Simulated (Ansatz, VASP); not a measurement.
Sb in VASP and in Ansatz

```
Sb
1.0
     2.17060    1.25320    3.87109
    -2.17060    1.25320    3.87109
     0.00000   -2.50640    3.87109
Sb
2
Direct
  0.23130 0.23130 0.23130
  0.76870 0.76870 0.76870
```

Alike in both runs: task single point; functional r2SCAN; k mesh 9 × 9 × 9; occupations fermi-dirac, width 0.01 eV; no spin polarisation.

|  | VASP | Ansatz |
| --- | --- | --- |
| version | VASP 6.6.1 | Ansatz 0.2.0 |
| potentials or method | VASP PAW PBE potentials, release 64 (Sb), cutoff 520 eV | plane waves (500 eV) with PAW, scalar-relativistic |
| valence electrons in the cell | 10 | 30 |

Ansatz gave:

* pressure (GPa): 0.0
* traceless stress, the component that is largest in VASP (GPa): -0.06

Task: Which values does VASP return?

Result: Pressure (GPa): 0.1; traceless stress, the component that is largest in VASP (GPa): -0.10.

VASP's potentials were made for PBE, not for r2SCAN. The functional is the same, so the differences come from potentials, cutoffs and numerics. VASP's potentials hold 10 valence electrons a cell and Ansatz's 30, so a difference there can come from the potentials and not from the codes.

Neither program's run includes spin-orbit coupling.
